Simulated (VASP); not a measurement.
# GaSb (F-43m) in VASP: single point with PBE

Aim: the single point of GaSb with PBE.

Program: VASP 6.6.1. These are calculated values, not measurements. Logs are shortened: lines on timing, memory, paths and dates and some standing lists are left out, and cuts for length are marked.

## (1) The cell of the first run

Symmetry: F-43m, No. 216, cubic system. Conventional cell: a = 6.118 Å, b = 6.118 Å, c = 6.118 Å, α = 90.00°, β = 90.00°, γ = 90.00°. Within 3.5 Å of Sb (site symmetry -43m) lie 4 Ga at 2.65 Å. Within 3.5 Å of Ga (site symmetry -43m) lie 4 Sb at 2.65 Å.

## (2) Single point, PBE

The input, INCAR:

```
ALGO = Normal ; EDIFF = 1E-6
ENCUT = 520 ; GGA = PE
ISIF = 2 ; ISMEAR = 0
LASPH = True ; LCHARG = False
LREAL = False ; LWAVE = False
NBANDS = 16 ; NELM = 100
PREC = Accurate ; SIGMA = 0.01
```

The input, KPOINTS:

```
k-points
0
Gamma
  3 3 3
```

The input, POSCAR:

```
GaSb
1.0
    0.0000000000      3.0590000000      3.0590000000
    3.0590000000      0.0000000000      3.0590000000
    3.0590000000      3.0590000000      0.0000000000
Sb Ga
1 1
Direct
    0.7500000000      0.7500000000      0.7500000000
    0.0000000000      0.0000000000      0.0000000000
```

Potentials or basis: VASP PAW PBE potentials, release 64 (Sb, Ga_d).

Started as:

```console
> cat potpaw_PBE.64/Sb/POTCAR potpaw_PBE.64/Ga_d/POTCAR > POTCAR
> mpirun -np 1 vasp_std > vasp.out
```

OUTCAR:

```text
EDIFF = 1E-6
   ENCUT = 520
   GGA = PE
   ISIF = 2
   ISMEAR = 0
   LASPH = True
   LREAL = False
   NELM = 100
   PREC = Accurate

 ion  position               nearest neighbor table
   1  0.750  0.750  0.750-   2 2.65   2 2.65   2 2.65   2 2.65
   2  0.000  0.000  0.000-   1 2.65   1 2.65   1 2.65   1 2.65

  LATTYP: Found a face centered cubic cell.
 ALAT       =     6.1180000000

  Lattice vectors:

 A1 = (   0.0000000000,   3.0590000000,   3.0590000000)
 A2 = (   3.0590000000,   0.0000000000,   3.0590000000)
 A3 = (   3.0590000000,   3.0590000000,   0.0000000000)

Analysis of symmetry for initial positions (statically):
=====================================================================
 Subroutine PRICEL returns:
 Original cell was already a primitive cell.

 Routine SETGRP: Setting up the symmetry group for a
 face centered cubic supercell.

 Subroutine GETGRP returns: Found 24 space group operations
 (whereof 24 operations were pure point group operations)
 out of a pool of 48 trial point group operations.

The static configuration has the point symmetry T_d .

Analysis of symmetry for dynamics (positions and initial velocities):
=====================================================================
 Subroutine PRICEL returns:
 Original cell was already a primitive cell.

 Routine SETGRP: Setting up the symmetry group for a
 face centered cubic supercell.

 Subroutine GETGRP returns: Found 24 space group operations
 (whereof 24 operations were pure point group operations)
 out of a pool of 48 trial point group operations.

The dynamic configuration has the point symmetry T_d .

 Subroutine INISYM returns: Found 24 space group operations
 (whereof 24 operations are pure point group operations),
 and found     1 'primitive' translations

----------------------------------------------------------------------------------------

                                     Primitive cell

  volume of cell :      57.2491

  direct lattice vectors                    reciprocal lattice vectors
     0.000000000  3.059000000  3.059000000    -0.163452109  0.163452109  0.163452109
     3.059000000  0.000000000  3.059000000     0.163452109 -0.163452109  0.163452109
     3.059000000  3.059000000  0.000000000     0.163452109  0.163452109 -0.163452109

  length of vectors
     4.326079287  4.326079287  4.326079287     0.283107357  0.283107357  0.283107357

  position of ions in fractional coordinates (direct lattice)
     0.750000000  0.750000000  0.750000000
     0.000000000  0.000000000  0.000000000

  ion indices of the primitive-cell ions
   primitive index   ion index
                 1           1
                 2           2

----------------------------------------------------------------------------------------

 KPOINTS: k-points

Automatic generation of k-mesh.
 Grid dimensions read from file:
 generate k-points for:    3    3    3

 Generating k-lattice:

  Cartesian coordinates                     Fractional coordinates (reciprocal lattice)
    -0.054484036  0.054484036  0.054484036     0.333333333  0.000000000  0.000000000
     0.054484036 -0.054484036  0.054484036     0.000000000  0.333333333  0.000000000
     0.054484036  0.054484036 -0.054484036     0.000000000  0.000000000  0.333333333

  Length of vectors
     0.094369119  0.094369119  0.094369119

  Shift w.r.t. Gamma in fractional coordinates (k-lattice)
     0.000000000  0.000000000  0.000000000

 Subroutine IBZKPT returns following result:
 ===========================================

 Found      4 irreducible k-points:

 Following reciprocal coordinates:
            Coordinates               Weight
  0.000000  0.000000  0.000000      1.000000
  0.333333  0.000000  0.000000      8.000000
  0.333333  0.333333  0.000000      6.000000
 -0.333333  0.333333  0.000000     12.000000
   k-points           NKPTS =      4   k-points in BZ     NKDIM =      4   number of bands    NBANDS=     16
   number of dos      NEDOS =    301   number of ions     NIONS =      2
   total plane-waves  NPLWV =  32768
   dimension x,y,z NGX =    32 NGY =   32 NGZ =   32
   dimension x,y,z NGXF=    64 NGYF=   64 NGZF=   64
   ions per type =               1   1
   NGX,Y,Z   is equivalent  to a cutoff of  12.30, 12.30, 12.30 a.u.
   NGXF,Y,Z  is equivalent  to a cutoff of  24.59, 24.59, 24.59 a.u.
 SYSTEM =  unknown system
   PREC   = accura    normal or accurate (medium, high low for compatibility)
   ISTART =      0    job   : 0-new  1-cont  2-samecut
   ICHARG =      2    charge: 1-file 2-atom 10-const
   ISPIN  =      1    spin polarized calculation?
   LNONCOLLINEAR =      F non collinear calculations
   LSORBIT =      F    spin-orbit coupling
   LASPH  =      T    aspherical Exc in radial PAW
   ENCUT  =  520.0 eV  38.22 Ry    6.18 a.u.   8.04  8.04  8.04*2*pi/ulx,y,z
   NELM   =    100;   NELMIN=  2; NELMDL= -5     # of ELM steps
   EDIFF  = 0.1E-05   stopping-criterion for ELM
   LREAL  =      F    real-space projection
   EDIFFG = 0.1E-04   stopping-criterion for IOM
   NSW    =      0    number of steps for IOM
   IBRION =     -1    ionic relax: 0-MD 1-quasi-New 2-CG
   NFREE  =      0    steps in history (QN), initial steepest desc. (CG)
   ISIF   =      2    stress and relaxation
   ISYM   =      2    0-nonsym 1-usesym 2-fastsym
   POTIM  = 0.5000    time-step for ionic-motion
   TEBEG  =    0.0;   TEEND  =   0.0 temperature during run
   PSTRESS=    0.0 pullay stress
   NELECT =      18.0000    total number of electrons
   NUPDOWN=      -1.0000    fix difference up-down
   EMIN   =  10.00;   EMAX   =-10.00  energy-range for DOS
   EFERMI =   0.00;   METHOD = LEGACY
   ISMEAR =     0;   SIGMA  =   0.01  broadening in eV -4-tet -1-fermi 0-gaus
   EFERMI_NEDOS =   21; number of points for ismear=-14 and -15
   IALGO  =     38    algorithm
   IMIX   =      4    mixing-type and parameters
     AMIX     =   0.40;   BMIX     =  1.00
     AMIX_MAG =   1.60;   BMIX_MAG =  1.00
  volume/ion in A,a.u.               =      28.62       193.17
  Fermi-wavevector in a.u.,A,eV,Ry     =   1.113208  2.103657 16.860766  1.239231
  Thomas-Fermi vector in A             =   2.249790
   LORBIT       =      0    0 simple, 1 ext, 2 COOP (PROOUT), +10 PAW based schemes
   GGA     = PE    functional components
   LHFCALC =     F    Hartree Fock is set to
   AEXX    =    0.0000 exact exchange contribution
   IVDW    =     0    specifies the selected vdW correction
   LEPSILON=     F    determine dielectric tensor
   LRPA    =     F    only Hartree local field effects (RPA)
 non-spin polarized calculation
 Gauss-broadening in eV      SIGMA  =   0.01
  energy-cutoff  :      520.00
  volume of cell :       57.25
 maximum number of plane-waves:      1550
   NGX = 17   NGY = 17   NGZ = 17

 number of electron      17.9999986 magnetization

 Free energy of the ion-electron system (eV)
  ---------------------------------------------------
  ext. energy  EPLUGINS =         0.00000000
  ---------------------------------------------------
  free energy    TOTEN  =        -6.74623817 eV

  energy without entropy =       -6.74602045  energy(sigma->0) =       -6.74612931

 E-fermi :   4.9801     XC(G=0):  -9.0141

 val. band max:        4.9673462596   @ k =   0.0000   0.0000   0.0000
 cond. band min:       4.9889763191   @ k =   0.0000   0.0000   0.0000
 fundamental gap:      0.0216300596
 Fermi energy:         4.9801378138

 k-point     1 :       0.0000    0.0000    0.0000
  band No.  band energies     occupation
      1     -10.1581      2.00000
      2     -10.1581      2.00000
      3     -10.1581      2.00000
      4     -10.1108      2.00000
      5     -10.1108      2.00000
      6      -6.5112      2.00000
[... 8 lines left out ...]
     15      13.5112      0.00000
     16      13.5112      0.00000

 k-point     2 :       0.3333    0.0000    0.0000
  band No.  band energies     occupation
      1     -10.1778      2.00000
      2     -10.1498      2.00000
      3     -10.1498      2.00000
      4     -10.1109      2.00000
      5     -10.1109      2.00000
      6      -5.4733      2.00000
[... 8 lines left out ...]
     15      13.0366      0.00000
     16      13.0366      0.00000

 k-point     3 :       0.3333    0.3333    0.0000
  band No.  band energies     occupation
      1     -10.1914      2.00000
      2     -10.1400      2.00000
      3     -10.1400      2.00000
      4     -10.1192      2.00000
      5     -10.1076      2.00000
      6      -5.0686      2.00000
[... 8 lines left out ...]
     15      14.9387      0.00000
     16      15.6045      0.00000

 k-point     4 :      -0.3333    0.3333    0.0000
  band No.  band energies     occupation
      1     -10.1920      2.00000
      2     -10.1418      2.00000
      3     -10.1395      2.00000
      4     -10.1153      2.00000
      5     -10.1105      2.00000
      6      -4.2864      2.00000
[... 8 lines left out ...]
     15      13.0304      0.00000
     16      16.9878      0.00000

------------------------ aborting loop because EDIFF is reached ----------------------------------------

  FORCE on cell =-STRESS in cart. coord.  units (eV):
  Direction    XX          YY          ZZ          XY          YZ          ZX
  --------------------------------------------------------------------------------------
  -------------------------------------------------------------------------------------
  Total        1.2252131      1.2252131      1.2252131      0.0000000      0.0000000      0.0000000
  in kB       34.2889183     34.2889183     34.2889183      0.0000000      0.0000000      0.0000000
  external PRESSURE =      34.2889183 kB  Pullay stress =       0.0000000 kB

 VOLUME and BASIS-vectors are now :
 -----------------------------------------------------------------------------
  energy-cutoff  :      520.00
  volume of cell :       57.25
      direct lattice vectors                 reciprocal lattice vectors
     0.000000000  3.059000000  3.059000000    -0.163452109  0.163452109  0.163452109
     3.059000000  0.000000000  3.059000000     0.163452109 -0.163452109  0.163452109
     3.059000000  3.059000000  0.000000000     0.163452109  0.163452109 -0.163452109

 POSITION                                       TOTAL-FORCE (eV/Angst)
 -----------------------------------------------------------------------------------
      4.58850      4.58850      4.58850         0.000000      0.000000      0.000000
      0.00000      0.00000      0.00000        -0.000000     -0.000000     -0.000000
 -----------------------------------------------------------------------------------
    total drift:                               -0.000002     -0.000002     -0.000002

  FREE ENERGIE OF THE ION-ELECTRON SYSTEM (eV)
  ---------------------------------------------------
  free  energy   TOTEN  =        -6.7462381678 eV

  energy  without entropy=       -6.7460204513  energy(sigma->0) =       -6.74612931
```

It took 3 s on 1 thread of Intel Xeon 6975P-C (Granite Rapids), shared host; peak memory 0.17 GiB.

What came out:

| Quantity | Value |
| --- | --- |
| Free energy | -6.7462 eV |
| Pressure | 3.4 GPa |
| Band gap on the k mesh | 0.02 eV, direct |

Caveat: the k points lie up to 0.59 Å⁻¹ apart; spin-orbit coupling is left out, which moves the levels of the heavy elements.
